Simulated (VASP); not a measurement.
# Si62B (a cell with a defect) in VASP: single point with PBE

Aim: the single point of Si62B (a cell with a defect) with PBE.

All numbers are computed with VASP 6.6.1; they aren't measurements. Logs are shortened: lines on timing, memory, paths and dates and some standing lists are left out, and cuts for length are marked.

## 1. The cell of the first run

The cell holds a defect, 63 atoms: a = 10.860 Å, b = 10.860 Å, c = 10.860 Å, α = 90.00°, β = 90.00°, γ = 90.00°.

## 2. Single point, PBE, collinear spin

INCAR reads:

```
SYSTEM = Si62B
PREC     = Accurate       ! precision mode
ENCUT    = 520            ! plane-wave cutoff, eV
EDIFF    = 1E-6           ! SCF threshold, eV
ISMEAR   = 0              ! smearing method
SIGMA    = 0.02           ! smearing width, eV
LREAL    = Auto         
LASPH    = .TRUE.         ! aspherical terms in the spheres
NELM     = 150            ! most SCF steps
ALGO     = Normal         ! electronic algorithm
ISIF     = 2              ! what is computed and relaxed
LWAVE    = .FALSE.        ! write WAVECAR
LCHARG   = .FALSE.        ! write CHGCAR
ISPIN    = 2              ! spin polarisation
MAGMOM   = 0 0 0 0 0 0 0 0 0 0 0 0 0 0 0 0 0 0 0 0 0 0 0 0 0 0 0 0 0 0 0 0 0 0 0 0 0 0 0 0 0 0 0 0 0 0 0 0 0 0 0 0 0 0 0 0 0 0 0 0 0 0 0.06 ! initial moments
LORBIT   = 11             ! projections on sites
GGA      = PE             ! functional
NELECT   = 249.0        
NBANDS   = 166            ! bands
```

KPOINTS reads:

```
regular mesh
0
G
  1 1 1
  0 0 0
```

POSCAR reads:

```
Si62B
1.0
   10.8600000000      0.0000000000      0.0000000000
    0.0000000000     10.8600000000      0.0000000000
    0.0000000000      0.0000000000     10.8600000000
Si B
62 1
Direct
    0.5100216390     -0.0282700737      0.0263896869
    0.6292574586      0.1235386740      0.1269123389
    0.7510583794      0.2507390424     -0.0002717311
    0.8680769797      0.3854427256      0.1252179558
    0.7478407919     -0.0052898711      0.2526123389
    0.8734170350      0.1235065378      0.3768864641
   -0.0002000000     -0.0005240331     -0.0006966851
    0.1203604052      0.1268692449      0.1248186004
    0.2535410681      0.2449830571      0.0014788214
    0.3758680479      0.3749193370      0.1233621547
    0.4978939227      0.5009241252     -0.0044550645
    0.5984220994      0.6527300184      0.1147787293
    0.7536849908      0.7480562615     -0.0058295580
    0.8736371087      0.8747175875      0.1232622468
    0.2434336096      0.0023918969      0.2504948435
    0.3731201657      0.1245127072      0.3705243094
    0.5014439227      0.2495496317      0.2489380295
    0.6233305709      0.3794859116      0.3712635359
    0.7318719153      0.5176373849      0.2430489871
    0.8668285451      0.6279304788      0.3713112339
    0.4970896869     -0.0046980663      0.4918630755
    0.6226918048      0.1231278085      0.6182349908
    0.7483159300      0.2521486188      0.4970454880
    0.8750032228      0.3741510129      0.6234197974
    0.7510099448      0.0030516575      0.7445290976
    0.8752544199      0.1254245856      0.8726363720
    0.0065771639      0.5013392265      0.0021166667
    0.1329539595      0.6291674033      0.1277093923
    0.2796505525      0.7598302947      0.0305633517
   -0.0063204420      0.2553128913      0.2508945672
    0.1231100368      0.3761085635      0.3776721915
    0.2542791897      0.4999527624      0.2516872007
    0.3743085635      0.6220745856      0.3813745856
    0.5942522099      0.8646469613      0.3451771639
    0.0010235727      0.0006838858      0.5019823204
    0.1275676796      0.1214955801      0.6300127993
    0.2471389503      0.2483517495      0.5017023941
    0.3739129834      0.3691527624      0.6311290976
    0.4999895948      0.4975976980      0.5044470534
    0.6255034070      0.6249879374      0.6250124309
    0.7349198895      0.7537263352      0.4883727440
    0.8718315838      0.8726403315      0.6200968692
    0.2534928177     -0.0034659300      0.7579901473
    0.3817555249      0.1068300184      0.8929428177
    0.4995886740      0.2390216390      0.7567351750
    0.6250822284      0.3737203499      0.8737540516
    0.7521724678      0.4990412523      0.7495600368
    0.8802833333      0.6214161142      0.8738016575
   -0.0012283610      0.7482486188      0.2495495396
    0.1244861878      0.8737077348      0.3732074586
   -0.0052004604      0.5029676796      0.4972411602
    0.1228260589      0.6237825046      0.6237855433
    0.2515977901      0.7507603131      0.5003247698
    0.3752529466      0.8762169429      0.6260443831
    0.0013940147      0.2503166667      0.7498081952
    0.1277669429      0.3723212707      0.8764916206
    0.2479242173      0.5009609576      0.7513903315
    0.3721930939      0.6297555249      0.8769659300
    0.5015432781      0.7497487109      0.7511762431
    0.6306381215      0.8764104972      0.8711240331
    0.0047124309      0.7518258748      0.7529779006
    0.1364376611      0.8707309392      0.8898946593
    0.4828281768      0.8122298343      0.1419626151
```

Potentials or basis: VASP PAW PBE potentials, release 64 (Si, B).

Started as:

```bash
cat potpaw_PBE.64/Si/POTCAR potpaw_PBE.64/B/POTCAR > POTCAR
mpirun -np 1 vasp_gam > vasp.out
```

OUTCAR:

```text
SYSTEM = Si62B
   PREC = Accurate
   ENCUT = 520
   EDIFF = 1E-6
   ISMEAR = 0
   LREAL = Auto
   LASPH = .TRUE.
   NELM = 150
   ISIF = 2
   ISPIN = 2
   LORBIT = 11
   GGA = PE
   NELECT = 249.0

 ion  position               nearest neighbor table
   1  0.510  0.972  0.026-  63 2.16   2 2.36  60 2.37  44 2.49
   2  0.629  0.124  0.127-   5 2.34  17 2.36   3 2.36   1 2.36
   3  0.751  0.251  1.000-  46 2.35   2 2.36  26 2.36   4 2.37
   4  0.868  0.385  0.125-   3 2.37  27 2.37  30 2.39  19 2.43
   5  0.748  0.995  0.253-   2 2.34  14 2.35   6 2.37  34 2.41
   6  0.873  0.124  0.377-  23 2.35  35 2.35  30 2.37   5 2.37
   7  1.000  0.999  0.999-   8 2.34  14 2.35  62 2.36  26 2.36
   8  0.120  0.127  0.125-  15 2.34   7 2.34   9 2.35  30 2.39
   9  0.254  0.245  0.001-  10 2.35   8 2.35  44 2.36  56 2.37
  10  0.376  0.375  0.123-   9 2.35  32 2.35  11 2.36  17 2.36
  11  0.498  0.501  0.996-  58 2.34  10 2.36  46 2.36  12 2.36
  12  0.598  0.653  0.115-  63 2.16  11 2.36  13 2.37  19 2.49
  13  0.754  0.748  0.994-  48 2.34  60 2.35  14 2.36  12 2.37
  14  0.874  0.875  0.123-   7 2.35   5 2.35  13 2.36  49 2.37
  15  0.243  0.002  0.250-  50 2.32  16 2.33   8 2.34
  16  0.373  0.125  0.371-  15 2.33  21 2.35  17 2.35  37 2.39
  17  0.501  0.250  0.249-  18 2.35  16 2.35   2 2.36  10 2.36
  18  0.623  0.379  0.371-  17 2.35  39 2.35  19 2.36  23 2.37
  19  0.732  0.518  0.243-  20 2.35  18 2.36   4 2.43  12 2.49
  20  0.867  0.628  0.371-  49 2.35  19 2.35  41 2.35  51 2.38
  21  0.497  0.995  0.492-  16 2.35  54 2.36  34 2.38  22 2.38
[... 9 lines left out ...]
  31  0.123  0.376  0.378-  51 2.35  37 2.36  30 2.36  32 2.39
  32  0.254  0.500  0.252-  33 2.33  28 2.35  10 2.35  31 2.39
  33  0.374  0.622  0.381-  53 2.32  32 2.33  39 2.34
  34  0.594  0.865  0.345-  21 2.38   5 2.41  41 2.49  63 2.58
  35  0.001  0.001  0.502-  36 2.35   6 2.35  42 2.36  50 2.38
  36  0.128  0.121  0.630-  37 2.35  55 2.35  35 2.35  43 2.38
  37  0.247  0.248  0.502-  36 2.35  31 2.36  38 2.36  16 2.39
  38  0.374  0.369  0.631-  37 2.36  57 2.37  39 2.39  45 2.39
  39  0.500  0.498  0.504-  33 2.34  40 2.34  18 2.35  38 2.39
[... 22 lines left out ...]
  62  0.136  0.871  0.890-  43 2.35   7 2.36  61 2.43  29 2.49
  63  0.483  0.812  0.142-   1 2.16  12 2.16  29 2.58  34 2.58

  LATTYP: Found a simple cubic cell.
 ALAT       =    10.8600000000

  Lattice vectors:

 A1 = (  10.8600000000,   0.0000000000,   0.0000000000)
 A2 = (   0.0000000000,  10.8600000000,   0.0000000000)
 A3 = (   0.0000000000,   0.0000000000,  10.8600000000)

Analysis of symmetry for initial positions (statically):
=====================================================================
 Subroutine PRICEL returns:
 Original cell was already a primitive cell.

 Routine SETGRP: Setting up the symmetry group for a
 simple cubic supercell.

 Subroutine GETGRP returns: Found  1 space group operations
 (whereof  1 operations were pure point group operations)
 out of a pool of 48 trial point group operations.

[... 274 lines left out ...]

 E-fermi :   5.5109     XC(G=0):  -9.2964

 val. band max:        5.4695981378   @ k =   0.0000   0.0000   0.0000
 cond. band min:       5.5521325851   @ k =   0.0000   0.0000   0.0000
 fundamental gap:      0.0825344473
 Fermi energy:         5.5108653614

 spin component 1

 k-point     1 :       0.0000    0.0000    0.0000
  band No.  band energies     occupation
      1      -6.2344      1.00000
      2      -5.2556      1.00000
      3      -5.2008      1.00000
      4      -5.1599      1.00000
      5      -5.1586      1.00000
      6      -5.1135      1.00000
[... 128 lines left out ...]
    135       6.7667      0.00000
    136       6.8178      0.00000
 Fermi energy:         5.5108653614

 spin component 2

 k-point     1 :       0.0000    0.0000    0.0000
  band No.  band energies     occupation
      1      -6.2187      1.00000
      2      -5.2350      1.00000
      3      -5.1853      1.00000
      4      -5.1435      1.00000
      5      -5.1422      1.00000
      6      -5.1007      1.00000
[... 128 lines left out ...]
    135       6.7754      0.00000
    136       6.8335      0.00000
 [bands above 136 left out]

------------------------ aborting loop because EDIFF is reached ----------------------------------------

  FORCE on cell =-STRESS in cart. coord.  units (eV):
  Direction    XX          YY          ZZ          XY          YZ          ZX
  --------------------------------------------------------------------------------------
  -------------------------------------------------------------------------------------
  Total      -16.9449378    -14.9995344    -16.9426346      2.6810518      2.6854307     -7.8736991
  in kB      -21.1963501    -18.7628534    -21.1934691      3.3537162      3.3591938     -9.8491765
  external PRESSURE =     -20.3842242 kB  Pullay stress =       0.0000000 kB

 VOLUME and BASIS-vectors are now :
 -----------------------------------------------------------------------------
  energy-cutoff  :      520.00
  volume of cell :     1280.82
      direct lattice vectors                 reciprocal lattice vectors
    10.860000000  0.000000000  0.000000000     0.092081031  0.000000000  0.000000000
     0.000000000 10.860000000  0.000000000     0.000000000  0.092081031  0.000000000
     0.000000000  0.000000000 10.860000000     0.000000000  0.000000000  0.092081031

 POSITION                                       TOTAL-FORCE (eV/Angst)
 -----------------------------------------------------------------------------------
      5.53883     10.55299      0.28659         0.005619      0.003309     -0.004354
      6.83374      1.34163      1.37827         0.000790      0.000549      0.001253
      8.15649      2.72303     10.85705        -0.000843     -0.000691     -0.000047
      9.42732      4.18591      1.35987        -0.000069     -0.001219     -0.000898
      8.12155     10.80255      2.74337         0.001023      0.000575     -0.002586
      9.48531      1.34128      4.09299        -0.000305     -0.000446      0.001184
[... 55 lines left out ...]
      1.48171      9.45614      9.66426        -0.000346      0.005013     -0.000626
      5.24351      8.82082      1.54171        -0.001125     -0.000728      0.001298
 -----------------------------------------------------------------------------------
    total drift:                               -0.013651     -0.008330     -0.020760

  FREE ENERGIE OF THE ION-ELECTRON SYSTEM (eV)
  ---------------------------------------------------
  free  energy   TOTEN  =      -342.4431736147 eV

  energy  without entropy=     -342.4430138562  energy(sigma->0) =     -342.44309374

 total charge

# of ion       s       p       d       tot
------------------------------------------
    1        0.746   0.872   0.000   1.618
    2        0.742   0.947   0.000   1.688
    3        0.741   0.939   0.000   1.680
    4        0.745   0.911   0.000   1.657
    5        0.747   0.924   0.000   1.671
    6        0.743   0.933   0.000   1.676
[... 55 lines left out ...]
   62        0.745   0.897   0.000   1.642
   63        0.678   0.842   0.000   1.520
--------------------------------------------------
tot         46.837  58.239   0.000 105.077

 magnetization (x)

# of ion       s       p       d       tot
------------------------------------------
    1        0.002   0.013   0.000   0.016
    2        0.000   0.011   0.000   0.011
    3        0.000   0.007   0.000   0.007
    4        0.000   0.006   0.000   0.007
    5        0.000   0.010   0.000   0.010
    6        0.000   0.005   0.000   0.005
[... 55 lines left out ...]
   62       -0.000  -0.001   0.000  -0.001
   63        0.009   0.031   0.000   0.039
--------------------------------------------------
tot          0.018   0.423   0.000   0.441
```

Run time: 19 min. Hardware: 1 thread of Intel Xeon 8259CL, shared host; peak memory 1.5 GiB.

Results:

| Item | Value |
| --- | --- |
| Free energy | -342.4432 eV |
| Largest force | 0.010 eV/Å |
| Net moment | 1.00 μB per cell |
| Site moments | Si +0.02, +0.01, +0.00, -0.00 (each value once); B +0.04 μB |
| Valence electrons inside the program's atomic spheres | Si 1.62, 1.69, 1.68, 1.66, 1.67, 1.64, 1.58 (each value once); B 1.52 |

Forces on the atoms (eV/Å):
```
Si   0.006  0.003 -0.004
Si   0.001  0.001  0.001
Si  -0.001 -0.001  0.000
Si   0.000 -0.001 -0.001
Si   0.001  0.001 -0.003
Si   0.000  0.000  0.001
Si  -0.001  0.000  0.000
Si   0.001  0.001 -0.001
Si   0.000 -0.001  0.001
Si   0.001  0.000  0.000
Si  -0.004 -0.001 -0.001
Si   0.006 -0.006 -0.006
Si   0.001  0.001  0.000
Si  -0.001  0.000  0.000
Si  -0.003  0.004  0.002
Si   0.002  0.002  0.001
Si  -0.002  0.000  0.002
Si   0.000  0.000  0.002
Si   0.001 -0.001  0.001
Si   0.000 -0.001  0.001
Si  -0.004  0.001  0.001
Si   0.002  0.000  0.000
Si   0.000  0.001 -0.003
Si   0.000 -0.001  0.000
Si  -0.003 -0.001 -0.001
Si   0.001  0.001  0.000
Si  -0.001  0.001 -0.001
Si  -0.001 -0.001  0.000
Si  -0.002 -0.003 -0.002
Si   0.000 -0.001  0.001
Si   0.001  0.000 -0.001
Si   0.003  0.000  0.001
Si  -0.001 -0.004  0.003
Si   0.000  0.000  0.004
Si   0.000 -0.001 -0.002
Si  -0.003  0.002  0.000
Si  -0.003 -0.001  0.000
Si   0.002  0.001  0.001
Si   0.002  0.000  0.002
Si  -0.005  0.000  0.001
Si   0.000 -0.002  0.002
Si   0.002  0.006  0.001
Si   0.002 -0.003 -0.002
Si  -0.001 -0.001 -0.001
Si   0.001  0.003 -0.001
Si   0.001 -0.001  0.000
Si   0.000  0.000  0.000
Si   0.000  0.001  0.004
Si   0.001  0.002  0.001
Si   0.000 -0.002  0.000
Si  -0.001  0.001 -0.001
Si   0.002  0.000 -0.001
Si  -0.003  0.001  0.000
Si   0.001  0.001  0.002
Si  -0.001  0.000  0.001
Si  -0.001  0.002 -0.002
Si  -0.001  0.001  0.001
Si   0.004 -0.002 -0.003
Si  -0.002  0.001 -0.003
Si   0.002 -0.004  0.001
Si   0.001 -0.003  0.000
Si   0.000  0.005 -0.001
B   -0.001 -0.001  0.001
```

Caveat: the k points lie up to 0.58 Å⁻¹ apart; the cell carries a net charge on a neutralising background, which shifts energy and pressure; the cell is charged against a uniform background, so pressure and absolute levels hang on convention.
